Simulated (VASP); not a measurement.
# Mg: single point with PBEsol-based global hybrid

The system is Mg.

```xyz
1
Lattice="0.0000 2.2443 2.2443 2.2443 0.0000 2.2443 2.2443 2.2443 0.0000" Properties=species:S:1:pos:R:3 pbc="T T T"
Mg    0.0000    0.0000    0.0000
```

```yaml
Program: VASP 6.6.1
Task: single point
Functional: PBEsol-based global hybrid
Potentials_or_basis: VASP PAW PBE potentials, release 64 (Mg)
Cutoff: 520 eV
k_mesh: 7 × 7 × 7
Occupations: fermi-dirac, width 0.1 eV
Spin: no spin polarisation
Dipole_correction: no
Grid_for_exact_exchange_PRECFOCK: Normal
Share_of_exact_exchange: 0.25
Further_INCAR_settings: ALGO = Normal; EDIFF = 1e-06; NBANDS = 7
```

```json
{"Pressure": "0.0 GPa", "Band gap on the k mesh": "zero (band 1 reaches 3.59 eV, above the bottom of band 2 at 1.79 eV)"}
```

Levels at points of the mesh, in eV from the Fermi level:
```csv
k point,band 1,band 2,band 3,band 4,band 5
"(0.00, 0.00, 0.00)",-8.61,13.61,13.61,13.61,15.69
```

Run time: 97 s on 1 thread of AMD EPYC 9R45 (Zen 5), with other jobs on the host, peak memory 0.12 GiB.

Caveat: the PAW data sets were made with another functional, which shifts forces and pressure a little.
